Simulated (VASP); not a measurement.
# C (P6_3/mmc) in VASP: further runs

The runs below take C through single point, with PBEsol+D3(BJ).

Program: VASP 6.6.1. These are calculated values, not measurements. Logs are shortened: lines on timing, memory, paths and dates and some standing lists are left out, and cuts for length are marked.

## Step 1: The cell of the first run

Symmetry: P6_3/mmc, No. 194, hexagonal system. The conventional cell has a = 2.537 Å, b = 2.537 Å, c = 6.472 Å, α = 90.00°, β = 90.00°, γ = 120.00°. Within 2.0 Å of C (site symmetry -6m2) lie 3 C at 1.46 Å. C (site symmetry -6m2) has 3 C at 1.46 Å within 2.0 Å.

## Step 2: Single point, PBEsol+D3(BJ) (volume 9.020 Å^3 an atom, c/a of the conventional cell 2.5509)

Input file INCAR:

```
PREC = Accurate
ENCUT = 520
EDIFF = 1E-7
ISMEAR = 0
SIGMA = 0.15
LREAL = False
LASPH = True
NELM = 80
ALGO = Normal
ISIF = 2
LWAVE = False
LCHARG = False
GGA = PS
IVDW = 12
NBANDS = 16
```

Input file KPOINTS:

```
regular mesh
0
Gamma
  21 21 8
```

Input file POSCAR:

```
C
1.0
    2.5371578499      0.0000000000      0.0000000000
   -1.2685789250      2.1972431514      0.0000000000
    0.0000000000      0.0000000000      6.4720359592
C
4
Direct
    0.0000000000      0.0000000000      0.0025000000
    0.0000000000      0.0000000000      0.5025000000
    0.3333333333      0.6666666667      0.0025000000
    0.6666666667      0.3333333333      0.5025000000
```

Potentials or basis: VASP PAW PBE potentials, release 64 (C).

Launch:

```console
$ cat potpaw_PBE.64/C/POTCAR > POTCAR
$ mpirun -np 1 vasp_std > vasp.out
```

OUTCAR:

```text
PREC = Accurate
   ENCUT = 520
   EDIFF = 1E-7
   ISMEAR = 0
   LREAL = False
   LASPH = True
   NELM = 80
   ISIF = 2
   GGA = PS
   IVDW = 12
 IVDW          = 12

 ion  position               nearest neighbor table
   1  0.000  0.000  0.002-   3 1.46   3 1.46   3 1.46
   2  0.000  0.000  0.502-   4 1.46   4 1.46   4 1.46
   3  0.333  0.667  0.002-   1 1.46   1 1.46   1 1.46
   4  0.667  0.333  0.502-   2 1.46   2 1.46   2 1.46

  LATTYP: Found a hexagonal cell.
 ALAT       =     2.5371578499
 C/A-ratio  =     2.5509000000

  Lattice vectors:

 A1 = (   2.5371578499,   0.0000000000,   0.0000000000)
 A2 = (  -1.2685789250,   2.1972431514,   0.0000000000)
 A3 = (   0.0000000000,   0.0000000000,   6.4720359592)

Analysis of symmetry for initial positions (statically):
=====================================================================
 Subroutine PRICEL returns:
 Original cell was already a primitive cell.

 Routine SETGRP: Setting up the symmetry group for a
 hexagonal supercell.

 Subroutine GETGRP returns: Found 24 space group operations
 (whereof  6 operations were pure point group operations)
 out of a pool of 24 trial point group operations.

The static configuration has the point symmetry C_3v.
 The point group associated with its full space group is D_6h.

Analysis of symmetry for dynamics (positions and initial velocities):
=====================================================================
 Subroutine PRICEL returns:
 Original cell was already a primitive cell.

 Routine SETGRP: Setting up the symmetry group for a
 hexagonal supercell.

 Subroutine GETGRP returns: Found 24 space group operations
 (whereof  6 operations were pure point group operations)
 out of a pool of 24 trial point group operations.

The dynamic configuration has the point symmetry C_3v.
 The point group associated with its full space group is D_6h.

 Subroutine INISYM returns: Found 24 space group operations
 (whereof  6 operations are pure point group operations),
 and found     1 'primitive' translations

----------------------------------------------------------------------------------------

                                     Primitive cell

  volume of cell :      36.0800

  direct lattice vectors                    reciprocal lattice vectors
     2.537157850  0.000000000  0.000000000     0.394141815  0.227557883  0.000000000
    -1.268578925  2.197243151  0.000000000     0.000000000  0.455115766  0.000000000
     0.000000000  0.000000000  6.472035959     0.000000000  0.000000000  0.154510884

  length of vectors
     2.537157850  2.537157850  6.472035959     0.455115766  0.455115766  0.154510884

  position of ions in fractional coordinates (direct lattice)
     0.000000000  0.000000000  0.002500000
     0.000000000  0.000000000  0.502500000
     0.333333333  0.666666667  0.002500000
     0.666666667  0.333333333  0.502500000

  ion indices of the primitive-cell ions
   primitive index   ion index
                 1           1
                 2           2
                 3           3
                 4           4

----------------------------------------------------------------------------------------

 KPOINTS: regular mesh

Automatic generation of k-mesh.
 Grid dimensions read from file:
 generate k-points for:   21   21    8

 Generating k-lattice:

  Cartesian coordinates                     Fractional coordinates (reciprocal lattice)
     0.018768658  0.010836090  0.000000000     0.047619048  0.000000000  0.000000000
     0.000000000  0.021672179  0.000000000     0.000000000  0.047619048  0.000000000
     0.000000000  0.000000000  0.019313861     0.000000000  0.000000000  0.125000000

  Length of vectors
     0.021672179  0.021672179  0.019313861

  Shift w.r.t. Gamma in fractional coordinates (k-lattice)
     0.000000000  0.000000000  0.000000000

 Subroutine IBZKPT returns following result:
 ===========================================

 Found    240 irreducible k-points:

 Following reciprocal coordinates:
            Coordinates               Weight
  0.000000  0.000000  0.000000      1.000000
  0.047619  0.000000  0.000000      6.000000
  0.095238 -0.000000  0.000000      6.000000
  0.142857 -0.000000  0.000000      6.000000
  0.190476 -0.000000  0.000000      6.000000
  0.238095 -0.000000  0.000000      6.000000
[... 16 lines left out ...]
  0.142857  0.095238  0.000000     12.000000
  0.190476  0.095238  0.000000     12.000000
 [... further k-points ...]
   k-points           NKPTS =    240   k-points in BZ     NKDIM =    240   number of bands    NBANDS=     16
   number of dos      NEDOS =    301   number of ions     NIONS =      4
   total plane-waves  NPLWV =  19200
   dimension x,y,z NGX =    20 NGY =   20 NGZ =   48
   dimension x,y,z NGXF=    40 NGYF=   40 NGZF=   96
   ions per type =               4
   NGX,Y,Z   is equivalent  to a cutoff of  13.10, 13.10, 12.33 a.u.
   NGXF,Y,Z  is equivalent  to a cutoff of  26.21, 26.21, 24.66 a.u.
 SYSTEM =  unknown system
   PREC   = accura    normal or accurate (medium, high low for compatibility)
   ISTART =      0    job   : 0-new  1-cont  2-samecut
   ICHARG =      2    charge: 1-file 2-atom 10-const
   ISPIN  =      1    spin polarized calculation?
   LNONCOLLINEAR =      F non collinear calculations
   LSORBIT =      F    spin-orbit coupling
   LASPH  =      T    aspherical Exc in radial PAW
   ENCUT  =  520.0 eV  38.22 Ry    6.18 a.u.   4.72  4.72 12.03*2*pi/ulx,y,z
   NELM   =     80;   NELMIN=  2; NELMDL= -5     # of ELM steps
   EDIFF  = 0.1E-06   stopping-criterion for ELM
   LREAL  =      F    real-space projection
   EDIFFG = 0.1E-05   stopping-criterion for IOM
   NSW    =      0    number of steps for IOM
   IBRION =     -1    ionic relax: 0-MD 1-quasi-New 2-CG
   NFREE  =      0    steps in history (QN), initial steepest desc. (CG)
   ISIF   =      2    stress and relaxation
   ISYM   =      2    0-nonsym 1-usesym 2-fastsym
   POTIM  = 0.5000    time-step for ionic-motion
   TEBEG  =    0.0;   TEEND  =   0.0 temperature during run
   PSTRESS=    0.0 pullay stress
   NELECT =      16.0000    total number of electrons
   NUPDOWN=      -1.0000    fix difference up-down
   EMIN   =  10.00;   EMAX   =-10.00  energy-range for DOS
   EFERMI =   0.00;   METHOD = LEGACY
   ISMEAR =     0;   SIGMA  =   0.15  broadening in eV -4-tet -1-fermi 0-gaus
   EFERMI_NEDOS =   21; number of points for ismear=-14 and -15
   IALGO  =     38    algorithm
   IMIX   =      4    mixing-type and parameters
     AMIX     =   0.40;   BMIX     =  1.00
     AMIX_MAG =   1.60;   BMIX_MAG =  1.00
  volume/ion in A,a.u.               =       9.02        60.87
  Fermi-wavevector in a.u.,A,eV,Ry     =   1.248416  2.359164 21.205257  1.558542
  Thomas-Fermi vector in A             =   2.382504
   LORBIT       =      0    0 simple, 1 ext, 2 COOP (PROOUT), +10 PAW based schemes
   GGA     = PS    functional components
   LHFCALC =     F    Hartree Fock is set to
   AEXX    =    0.0000 exact exchange contribution
   IVDW    =    12    specifies the selected vdW correction
   LEPSILON=     F    determine dielectric tensor
   LRPA    =     F    only Hartree local field effects (RPA)
 non-spin polarized calculation
 Gauss-broadening in eV      SIGMA  =   0.15
  energy-cutoff  :      520.00
  volume of cell :       36.08
 maximum number of plane-waves:       990
 NGX is ok and might be reduce to    20
   NGX =  9   NGY =  9   NGZ = 25

 number of electron      15.9999999 magnetization

 Free energy of the ion-electron system (eV)
  ---------------------------------------------------
  ext. energy  EPLUGINS =         0.00000000
  ---------------------------------------------------
  free energy    TOTEN  =       -38.30790280 eV

  energy without entropy =      -38.30704350  energy(sigma->0) =      -38.30747315

 E-fermi :   4.3864     XC(G=0): -10.6182

 val. band max:        4.3819015658   @ k =   0.3333   0.3333   0.5000
 cond. band min:       4.3865190947   @ k =   0.3333   0.3333   0.2500
 fundamental gap:      0.0046175289
 Fermi energy:         4.3864336710

 k-point     1 :       0.0000    0.0000    0.0000
  band No.  band energies     occupation
      1     -14.5821      2.00000
      2     -14.1596      2.00000
      3      -3.8006      2.00000
      4      -1.3216      2.00000
      5       1.4007      2.00000
      6       1.4007      2.00000
[... 8 lines left out ...]
     15      15.0332      0.00000
     16      15.0404      0.00000

 k-point     2 :       0.0476    0.0000    0.0000
  band No.  band energies     occupation
      1     -14.5305      2.00000
      2     -14.1093      2.00000
      3      -3.7387      2.00000
      4      -1.2649      2.00000
      5       1.1821      2.00000
      6       1.2226      2.00000
[... 8 lines left out ...]
     15      14.8803      0.00000
     16      15.1373      0.00000

 k-point     3 :       0.0952   -0.0000    0.0000
  band No.  band energies     occupation
      1     -14.3757      2.00000
      2     -13.9584      2.00000
      3      -3.5533      2.00000
      4      -1.0958      2.00000
      5       0.5726      2.00000
      6       0.6340      2.00000
[... 8 lines left out ...]
     15      14.4182      0.00000
     16      15.4725      0.00000

 k-point     4 :       0.1429   -0.0000    0.0000
  band No.  band energies     occupation
      1     -14.1185      2.00000
      2     -13.7074      2.00000
      3      -3.2457      2.00000
      4      -0.8162      2.00000
      5      -0.3249      2.00000
      6      -0.2371      2.00000
[... 8 lines left out ...]
     15      13.9947      0.00000
     16      16.0393      0.00000
[... 324 lines left out ...]
 k-point    22 :       0.0952    0.0952    0.0000
  band No.  band energies     occupation
      1     -13.9646      2.00000
      2     -13.5573      2.00000
      3      -3.0619      2.00000
      4      -0.6502      2.00000
      5      -0.6498      2.00000
      6      -0.5924      2.00000
[... 8 lines left out ...]
     15      13.8160      0.00000
     16      16.3541      0.00000

 k-point    23 :       0.1429    0.0952    0.0000
  band No.  band energies     occupation
      1     -13.6068      2.00000
      2     -13.2082      2.00000
      3      -2.6360      2.00000
      4      -1.5692      2.00000
      5      -1.4852      2.00000
      6      -0.3774      2.00000
[... 8 lines left out ...]
     15      14.4763      0.00000
     16      16.5602      0.00000

 k-point    24 :       0.1905    0.0952    0.0000
  band No.  band energies     occupation
      1     -13.1494      2.00000
      2     -12.7620      2.00000
      3      -2.6370      2.00000
      4      -2.5142      2.00000
      5      -2.0946      2.00000
      6      -0.9264      2.00000
[... 8 lines left out ...]
     15      15.4963      0.00000
     16      16.7883      0.00000

 [... further k-points ...]

------------------------ aborting loop because EDIFF is reached ----------------------------------------

 Edisp (eV)   -0.44563

 E8    (eV) :    -0.2166

  FORCE on cell =-STRESS in cart. coord.  units (eV):
  Direction    XX          YY          ZZ          XY          YZ          ZX
  --------------------------------------------------------------------------------------
  -------------------------------------------------------------------------------------
  Total      -8.18307    -8.18307     0.16478     0.00000     0.00000    -0.00000
  in kB    -363.37931  -363.37931     7.31719     0.00000     0.00000    -0.00000
  external pressure =     -239.81 kB  Pullay stress =        0.00 kB

 VOLUME and BASIS-vectors are now :
 -----------------------------------------------------------------------------
  energy-cutoff  :      520.00
  volume of cell :       36.08
      direct lattice vectors                 reciprocal lattice vectors
     2.537157850  0.000000000  0.000000000     0.394141815  0.227557883  0.000000000
    -1.268578925  2.197243151  0.000000000     0.000000000  0.455115766  0.000000000
     0.000000000  0.000000000  6.472035959     0.000000000  0.000000000  0.154510884

 POSITION                                       TOTAL-FORCE (eV/Angst)
 -----------------------------------------------------------------------------------
      0.00000      0.00000      0.01618        -0.000000      0.000000      0.000000
      0.00000      0.00000      3.25220         0.000000     -0.000000      0.000000
     -0.00000      1.46483      0.01618        -0.000000      0.000000      0.000000
      1.26858      0.73241      3.25220         0.000000      0.000000     -0.000000
 -----------------------------------------------------------------------------------
    total drift:                                0.000000      0.000000     -0.000008

  FREE ENERGIE OF THE ION-ELECTRON SYSTEM (eV)
  ---------------------------------------------------
  free  energy   TOTEN  =       -38.7535297357 eV

  energy  without entropy=      -38.7526704340  energy(sigma->0) =      -38.75310008
```

It took 50 s on 1 thread of Intel Xeon 6975P-C (Granite Rapids), shared host; peak memory 0.23 GiB.

Results:

```
Free energy                : -38.7535 eV
Pressure                   : -24.0 GPa
Band gap on the k mesh     : zero (band 8 reaches 4.41 eV, above the bottom of band 9 at 4.36 eV)
Dispersion energy per atom : -0.111 eV
```

Levels at points of the mesh, in eV from the Fermi level:
| k point | band 5 | band 6 | band 7 | band 8 | band 9 | band 10 | band 11 | band 12 |
| --- | --- | --- | --- | --- | --- | --- | --- | --- |
| (0.00, 0.00, 0.00) | -2.99 | -2.99 | -2.95 | -2.95 | 4.73 | 7.76 | 7.76 | 7.84 |
| (0.00, 0.00, 0.50) | -2.97 | -2.97 | -2.97 | -2.97 | 7.69 | 7.69 | 7.80 | 7.80 |

Caveat: the PAW data sets were made with another functional, which shifts forces and pressure a little.

(Continued in part 2 of 3.)
